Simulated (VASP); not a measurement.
Crystal: SiO2.

```
CELL_PARAMETERS angstrom
4.97800 0.00000 0.00000
0.00000 4.97800 0.00000
0.00000 0.00000 6.94800
ATOMIC_POSITIONS crystal
Si 0.30004 0.30004 0.00000
Si 0.19996 0.80004 0.25000
Si 0.69996 0.69996 0.50000
Si 0.80004 0.19996 0.75000
O 0.23976 0.10324 0.17844
O 0.39676 0.73976 0.42844
O 0.76024 0.89676 0.67844
O 0.60324 0.26024 0.92844
O 0.73976 0.39676 0.57156
O 0.89676 0.76024 0.32156
O 0.26024 0.60324 0.07156
O 0.10324 0.23976 0.82156
```

- Program: VASP 6.6.1
- Task: relaxation of the atoms
- Functional: PBE
- Potentials or basis: VASP PAW PBE potentials, release 64 (Si, O)
- Cutoff: 520 eV
- k mesh: 5 × 5 × 4
- Occupations: fermi-dirac, width 0.02 eV
- Spin: no spin polarisation

At the start: pressure 7.0 GPa; volume 14.35 Å³/atom.

Task: How do energy, volume and symmetry change on relaxing?

Result: Over 16 steps the energy falls by 9.9 meV/atom at a fixed cell; space group P4_12_12 (No. 92, to 0.1 Å) before and after.

Step by step:
| step | energy change (eV) | largest force (eV/Å) | pressure (GPa) |
| --- | --- | --- | --- |
| 1 | 0.0000 | 0.4370 | 7.03 |
| 2 | -0.0389 | 0.5762 | 5.46 |
| 3 | -0.0389 | 0.5571 | 5.50 |
| 4 | -0.0626 | 0.4702 | 4.75 |
| 5 | -0.0939 | 0.2379 | 2.55 |
| 6 | -0.0973 | 0.1829 | 2.53 |
| 7 | -0.1045 | 0.1753 | 2.50 |
| 8 | -0.1055 | 0.3228 | 2.42 |
| 9 | -0.1072 | 0.2581 | 2.46 |
| 10 | -0.1095 | 0.2114 | 2.43 |
| 11 | -0.1135 | 0.0963 | 2.33 |
| 12 | -0.1140 | 0.0888 | 2.29 |
| 13 | -0.1145 | 0.0843 | 2.23 |
| 14 | -0.1157 | 0.0711 | 2.07 |
| 15 | -0.1175 | 0.0442 | 1.74 |
| 16 | -0.1187 | 0.0100 | 1.08 |

Final structure:
```yaml
crystal:
  lattice:
    - [4.97800, 0.00000, 0.00000]
    - [0.00000, 4.97800, 0.00000]
    - [0.00000, 0.00000, 6.94800]
  atoms:
    - { symbol: Si, position: [0.30491, 0.30491, 0.00000] }
    - { symbol: Si, position: [0.19509, 0.80491, 0.25000] }
    - { symbol: Si, position: [0.69509, 0.69509, 0.50000] }
    - { symbol: Si, position: [0.80491, 0.19509, 0.75000] }
    - { symbol: O, position: [0.23703, 0.11554, 0.18446] }
    - { symbol: O, position: [0.38446, 0.73703, 0.43446] }
    - { symbol: O, position: [0.76297, 0.88446, 0.68446] }
    - { symbol: O, position: [0.61554, 0.26297, 0.93446] }
    - { symbol: O, position: [0.73703, 0.38446, 0.56554] }
    - { symbol: O, position: [0.88446, 0.76297, 0.31554] }
    - { symbol: O, position: [0.26297, 0.61554, 0.06554] }
    - { symbol: O, position: [0.11554, 0.23703, 0.81554] }
```
